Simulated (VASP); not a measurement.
Crystal: Sb2Rh3Au3.

```
Rh Au Sb
1.0
     2.72708    4.72343    0.00000
    -2.72708    4.72343    0.00000
    -2.72708    1.57447    6.12037
Rh Au Sb
3 3 2
Cartesian
  0.0000 3.1490 3.0602
  -2.7271 4.7234 1.4928
  0.0000 6.2979 4.6276
  0.0000 4.7234 0.0000
  -1.3635 2.3617 0.0000
  1.3635 2.3617 0.0000
  -2.7271 4.7234 4.5370
  0.0000 6.2979 1.5833
```

- Program: VASP 6.6.1
- Task: relaxation of cell and atoms
- Functional: PBEsol
- Potentials or basis: VASP PAW PBE potentials, release 64 (Rh_pv, Au, Sb)
- Cutoff: 600 eV
- k mesh: 4 × 4 × 4
- Occupations: gaussian, width 0.0214 eV
- Spin: no spin polarisation

At the start: pressure 26.1 GPa; volume 19.71 Å³/atom.

Q: How do energy, volume and symmetry change on relaxing?

A: Over 21 steps the energy falls by 1425.0 meV/atom and the volume is 18.18 Å³/atom (-7.8 %); space group R-3m (No. 166, to 0.1 Å) before and after.

The path:
| step | energy change (eV) | largest force (eV/Å) | pressure (GPa) | volume (Å³) |
| --- | --- | --- | --- | --- |
| 1 | 0.0000 | 19.7568 | 26.13 | 157.67 |
| 2 | -1.6965 | 0.4159 | -17.30 | 242.21 |
| 3 | -3.4051 | 0.4946 | -19.16 | 225.62 |
| 4 | -4.9636 | 0.4349 | -20.20 | 211.96 |
| 5 | -7.7899 | 2.3238 | -16.29 | 183.56 |
| 6 | -7.5832 | 5.8448 | -7.80 | 171.56 |
| 7 | -7.9232 | 3.2199 | -14.18 | 179.39 |
| 8 | -11.1277 | 1.2287 | -0.16 | 146.63 |
| 9 | -11.1571 | 0.8080 | 2.79 | 143.81 |
| 10 | -11.3061 | 0.5757 | 0.29 | 145.52 |
| 11 | -11.3103 | 0.5571 | -0.10 | 145.91 |
| 12 | -11.3316 | 0.2602 | -0.10 | 145.79 |
| 13 | -11.3342 | 0.3370 | -0.06 | 145.73 |
| 14 | -11.3524 | 0.3660 | 0.02 | 145.56 |
| 15 | -11.3846 | 0.4525 | 0.48 | 145.03 |
| 16 | -11.3964 | 0.1411 | -0.63 | 146.09 |
| 17 | -11.3969 | 0.0904 | -0.45 | 145.91 |
| 18 | -11.3983 | 0.1277 | 0.43 | 145.10 |
| 19 | -11.3986 | 0.1170 | 0.18 | 145.32 |
| 20 | -11.4000 | 0.0507 | 0.14 | 145.38 |
| 21 | -11.4003 | 0.0218 | 0.11 | 145.42 |

Final structure:
```yaml
crystal:
  lattice:
    - [2.59393, 4.49282, 0.00000]
    - [-2.59393, 4.49282, 0.00000]
    - [-2.59393, 1.49760, 6.23904]
  atoms:
    - { symbol: Rh, position: [0.50000, 0.00000, 0.50000] }
    - { symbol: Rh, position: [0.07395, 0.85211, 0.22184] }
    - { symbol: Rh, position: [0.92605, 0.14789, 0.77816] }
    - { symbol: Au, position: [0.50000, 0.50000, 0.00000] }
    - { symbol: Au, position: [0.00000, 0.50000, 0.00000] }
    - { symbol: Au, position: [0.50000, 0.00000, 0.00000] }
    - { symbol: Sb, position: [0.20660, 0.58679, 0.61981] }
    - { symbol: Sb, position: [0.79340, 0.41321, 0.38019] }
```

Caveat: the PAW data sets were made with another functional, which shifts forces and pressure a little.
